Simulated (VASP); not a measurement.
Set up this calculation in VASP 6.6.1, as the native input.

```
Task                   : single point
Functional             : PBEsol
Potentials or basis    : VASP PAW PBE potentials, release 64 (S, Mg)
Cutoff                 : 520 eV
k mesh                 : 8 × 8 × 4
Occupations            : fermi-dirac, width 0.05 eV
Spin                   : no spin polarisation
Dipole correction      : no
Further INCAR settings : ALGO = Normal; EDIFF = 1e-06; NBANDS = 16
```

The structure of MgS lies in POSCAR:

```
MgS
1.0
    4.0278848377      0.0000000000      0.0000000000
   -2.0139424188      3.4882505929      0.0000000000
    0.0000000000      0.0000000000      6.4153085861
S Mg
2 2
Direct
    0.6666666667      0.3333333333      0.8787065171
    0.3333333333      0.6666666667      0.3787065171
    0.3333333333      0.6666666667      0.9962924829
    0.6666666667      0.3333333333      0.4962924829
```

These files were run (other wordings do the same):

INCAR

```
SYSTEM = MgS
ALGO = Normal
EDIFF = 1E-6
ENCUT = 520
GGA = PS
ISIF = 2
ISMEAR = -1
LASPH = .True.
LCHARG = .False.
LREAL = .False.
LWAVE = .False.
NBANDS = 16
NELM = 100
PREC = Accurate
SIGMA = 0.05
```

KPOINTS

```
k-points
0
Gamma
  8 8 4
  0 0 0
```

Potentials or basis: VASP PAW PBE potentials, release 64 (S, Mg).

The run is started by

```console
$ cat potpaw_PBE.64/S/POTCAR potpaw_PBE.64/Mg/POTCAR > POTCAR
$ mpirun -np 1 vasp_std > vasp.out
```

Results of the run:

```yaml
Pressure: -0.1 GPa
Band_gap_on_the_k_mesh: 3.31 eV
```

Caveat: the PAW data sets were made with another functional, which shifts forces and pressure a little.

Wall time 17 s on 1 thread of Intel(R) Xeon(R) 6975P-C (Granite Rapids), with other jobs on the host, peak memory 0.2 GiB.
